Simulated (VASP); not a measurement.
A run of VASP 6.6.1 is set up as follows.

The input INCAR:

```
SYSTEM = Si5Ge
  PREC = Accurate
  ENCUT = 600
  EDIFF = 1E-7
  ISMEAR = 0
  SIGMA = 0.1
  LREAL = .False.
  LASPH = .True.
  NELM = 80
  ALGO = Normal
  ISIF = 3
  LWAVE = .False.
  LCHARG = .False.
  GGA = PE
  IBRION = 2
  NSW = 100
  EDIFFG = -0.01
```

File KPOINTS:

```
Automatic mesh
0
Gamma
  12 12 8
  0 0 0
```

POSCAR

```
Si5Ge
1.0
    4.8953830300      0.0000000000      0.0000000000
   -2.4476915100      4.2395260700      0.0000000000
    0.0000000000      0.0000000000      4.5901537100
Si Ge
5 1
Direct
    0.6666666700      0.3333333300      0.0000000000
    0.3333333300      0.6666666700      0.0000000000
    0.3333333300      0.0000000000      0.5000000000
    0.0000000000      0.3333333300      0.5000000000
    0.6666666700      0.6666666700      0.5000000000
    0.0000000000      0.0000000000      0.0000000000
```

Potentials or basis: VASP PAW PBE potentials, release 64 (Si, Ge_d).

The run is started by

```console
$ cat potpaw_PBE.64/Si/POTCAR potpaw_PBE.64/Ge_d/POTCAR > POTCAR
$ mpirun -np 1 vasp_std > vasp.out
```

**Question.** Estimate the space group after relaxing (to 0.1 Å).

**Answer.** P-62m (No. 189).

**Question.** What does it give for the relaxed cell?

**Answer.** a = 4.765 Å, b = 4.765 Å, c = 4.695 Å, α = 90.00°, β = 90.00°, γ = 120.00°.

**Question.** Estimate the relaxed volume.

**Answer.** 15.39 Å³/atom.

**Question.** What does it give for the band gap on the k mesh?

**Answer.** Zero (bands 17 and 18 overlap by 4.96 eV).

Forces in eV/Å, atoms in the order of the input:
```
Si   0.000  0.000  0.000
Si   0.000  0.000  0.000
Si  -0.009  0.000  0.000
Si   0.005 -0.008  0.000
Si   0.005  0.008  0.000
Ge   0.000  0.000  0.000
```
